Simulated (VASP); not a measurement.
Runs of VASP 6.6.1 on BN. The structure is that of space group C2/m (No. 12), or close to it. The cells are those of the table. 

```csv
cell,gap on the mesh (eV),pressure (GPa)
"a = 2.501, b = 2.501, c = 6.876 Å, angles 87.8, 90.0, 120.0°, 4 atoms",(b),0.3
"a = 2.501, b = 2.501, c = 6.875 Å, angles 88.1, 90.0, 120.0°, 4 atoms",(a),0.3
"a = 2.501, b = 2.502, c = 6.877 Å, angles 87.4, 90.0, 120.0°, 4 atoms",4.86,0.3
"a = 2.501, b = 2.502, c = 6.877 Å, angles 93.0, 90.0, 120.0°, 4 atoms",4.85,0.2
```

Alike in all rows: task single point; level r2SCAN; potentials or basis VASP PAW PBE potentials, release 64 (B, N); no spin polarisation; k mesh 12 × 12 × 4; cutoff (eV) 520; smearing gaussian 0.05 eV.

Q: Estimate the missing entries.

A: (a) 4.88; (b) 4.87.

Caveats: the PAW data sets were made with another functional, which shifts forces and pressure a little.

A k mesh can miss the band edges.
